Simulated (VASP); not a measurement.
# Os3Cl (Pm-3m) in VASP: notebook, part 2 of 2

VASP 6.6.1.

### 4 Relaxation of cell and atoms, PBE

This run uses another cell than the first one, of 14.89 Å³/atom.

INCAR

```
PREC = Accurate ; ENCUT = 600
EDIFF = 1E-6 ; ISMEAR = 0
SIGMA = 0.1 ; LREAL = False
LASPH = True ; NELM = 60
ALGO = Normal ; ISIF = 3
LWAVE = False ; LCHARG = False
GGA = PE ; IBRION = 2
NSW = 100 ; EDIFFG = -0.01
```

KPOINTS

```
Automatic mesh
0
Gamma
  12 12 12
```

POSCAR

```
Os3Cl
1.0
    3.9049540319      0.0000000000      0.0000000000
    0.0000000000      3.9049540319      0.0000000000
    0.0000000000      0.0000000000      3.9049540319
Os Cl
3 1
Direct
    0.0000000000      0.5000000000      0.5000000000
    0.5000000000      0.0000000000      0.5000000000
    0.5000000000      0.5000000000      0.0000000000
    0.0000000000      0.0000000000      0.0000000000
```

Potentials or basis: VASP PAW PBE potentials, release 64 (Os, Cl).

Launch:

```console
cat potpaw_PBE.64/Os/POTCAR potpaw_PBE.64/Cl/POTCAR > POTCAR
mpirun -np 1 vasp_std > vasp.out
```

OUTCAR:

```text
PREC = Accurate
   ENCUT = 600
   EDIFF = 1E-6
   ISMEAR = 0
   LREAL = False
   LASPH = True
   NELM = 60
   ISIF = 3
   GGA = PE
   IBRION = 2
   NSW = 100
   EDIFFG = -0.01

 ion  position               nearest neighbor table
   1  0.000  0.500  0.500-   2 2.76   3 2.76   4 2.76   3 2.76   4 2.76   2 2.76   4 2.76   4 2.76
                             2 2.76   3 2.76   3 2.76   2 2.76
   2  0.500  0.000  0.500-   1 2.76   3 2.76   4 2.76   3 2.76   4 2.76   1 2.76   3 2.76   3 2.76
                             1 2.76   4 2.76   4 2.76   1 2.76
   3  0.500  0.500  0.000-   1 2.76   2 2.76   4 2.76   1 2.76   2 2.76   2 2.76   4 2.76   2 2.76
                             1 2.76   4 2.76   1 2.76   4 2.76
   4  0.000  0.000  0.000-   1 2.76   2 2.76   3 2.76   1 2.76   2 2.76   1 2.76   3 2.76   1 2.76
                             2 2.76   3 2.76   2 2.76   3 2.76

  LATTYP: Found a simple cubic cell.
 ALAT       =     3.9049540319
[... 267 lines left out ...]
  ext. energy  EPLUGINS =         0.00000000
  ---------------------------------------------------
  free energy    TOTEN  =       -28.38725543 eV

  energy without entropy =      -28.35462930  energy(sigma->0) =      -28.37094237

 E-fermi :   8.7025     XC(G=0): -13.1198

 val. band max:        8.6955939399   @ k =   0.3333   0.3333   0.3333
 cond. band min:       8.7135692016   @ k =   0.4167   0.1667   0.0000
 fundamental gap:      0.0179752616
 Fermi energy:         8.7025388429

 k-point     1 :       0.0000    0.0000    0.0000
  band No.  band energies     occupation
      1     -10.1745      2.00000
      2       0.6261      2.00000
      3       2.1607      2.00000
      4       2.1607      2.00000
      5       2.1607      2.00000
      6       3.2844      2.00000
[... 505 lines left out ...]
      6       4.6636      2.00000
[... 11 lines left out ...]
     18       9.2731      0.00000
     19       9.4729      0.00000

 [... further k-points ...]
[... 5 lines left out ...]
  --------------------------------------------------------------------------------------
  -------------------------------------------------------------------------------------
  Total        0.0033888      0.0033888      0.0033888      0.0000000     -0.0000000      0.0000000
  in kB        0.0907451      0.0907451      0.0907451      0.0000000     -0.0000000      0.0000000
  external PRESSURE =       0.0907451 kB  Pullay stress =       0.0000000 kB
[... 19 lines left out ...]
  FREE ENERGIE OF THE ION-ELECTRON SYSTEM (eV)
  ---------------------------------------------------
  free  energy   TOTEN  =       -28.3872554307 eV

  energy  without entropy=      -28.3546293020  energy(sigma->0) =      -28.37094237

 reached required accuracy - stopping structural energy minimisation
```

OSZICAR:

```text
N       E                     dE             d eps       ncg     rms          rms(c)
DAV:   1     0.257030827107E+03    0.25703E+03   -0.15463E+04  3192   0.169E+03
DAV:   2    -0.952958075177E+00   -0.25798E+03   -0.24884E+03  3221   0.516E+02
DAV:   3    -0.276922171933E+02   -0.26739E+02   -0.24355E+02  4578   0.111E+02
[... 25 lines left out ...]
DAV:   4    -0.283872041082E+02   -0.43893E-04   -0.35340E-04  4201   0.132E-01    0.247E-01
DAV:   5    -0.283872819113E+02   -0.77803E-04   -0.13366E-04  5113   0.910E-02    0.723E-02
DAV:   6    -0.283872571162E+02    0.24795E-04   -0.72633E-05  4662   0.658E-02    0.424E-02
DAV:   7    -0.283872556149E+02    0.15013E-05   -0.38684E-06  3072   0.142E-02    0.193E-02
DAV:   8    -0.283872554307E+02    0.18422E-06   -0.27417E-07  1764   0.494E-03
   3 F= -.28387255E+02 E0= -.28370942E+02  d E =-.101020E-02
```

It took 2.3 min on 1 thread of Intel Xeon Platinum 8488C (Sapphire Rapids), shared host; peak memory 0.26 GiB.

What came out:

| Quantity | Value |
| --- | --- |
| Free energy | -28.3873 eV |
| Relaxed volume | 14.96 Å³/atom |
| Relaxed cell | a = 3.911 Å, b = 3.911 Å, c = 3.911 Å, α = 90.00°, β = 90.00°, γ = 90.00° |
| Space group after relaxing (to 0.1 Å) | Pm-3m (No. 221) |
| Energy gained by relaxing | 0.3 meV/atom |
| Ionic steps | 3 |
| Pressure after relaxing | 0.0 GPa |
| Band gap on the k mesh | zero (an odd number of electrons rules out a gap without spin polarisation) |

Step by step:
```
step  energy change (eV)  largest force (eV/Å)  pressure (GPa)  volume (Å³)
   1              0.0000                0.0000            1.15        59.55
   2              0.0039                0.0000           -2.43        60.47
   3             -0.0010                0.0000            0.01        59.83
```

Final structure:
```
CELL_PARAMETERS angstrom
3.91122 0.00000 0.00000
0.00000 3.91122 0.00000
0.00000 0.00000 3.91122
ATOMIC_POSITIONS crystal
Os 0.00000 0.50000 0.50000
Os 0.50000 0.00000 0.50000
Os 0.50000 0.50000 0.00000
Cl 0.00000 0.00000 0.00000
```

Caveat: spin-orbit coupling is left out, which moves the levels of the heavy elements; an odd number of electrons without spin polarisation forces a metal; a magnetic or distorted state may lie lower.

### 5 Summary

```tsv
task	spin	cell	k mesh	cutoff (eV)	gap on the mesh (eV)	pressure (GPa)	relaxed volume (Å³/atom)
single point	off	a = 3.908 Å, 4 atoms	12 × 12 × 12	520	none	0.5	-
relaxation of cell and atoms	collinear	relaxed from a = 4.007 Å, 4 atoms	4 × 4 × 4	600	none	-0.2	14.94
relaxation of cell and atoms	off	relaxed from a = 3.905 Å, 4 atoms	12 × 12 × 12	600	none	0.0	14.96
```

Alike in all rows: level PBE; potentials or basis VASP PAW PBE potentials, release 64 (Os, Cl); smearing gaussian 0.1 eV.

Caveats: some runs use coarse meshes; spin-orbit coupling is left out, which moves the levels of the heavy elements; an odd number of electrons without spin polarisation forces a metal (at least some runs); a magnetic or distorted state may lie lower (at least some runs).

Total energies depend on the potentials used, so only differences within one code and one set of settings carry meaning.

The gap in the log of VASP goes by the Fermi energy; the results here count the filled bands.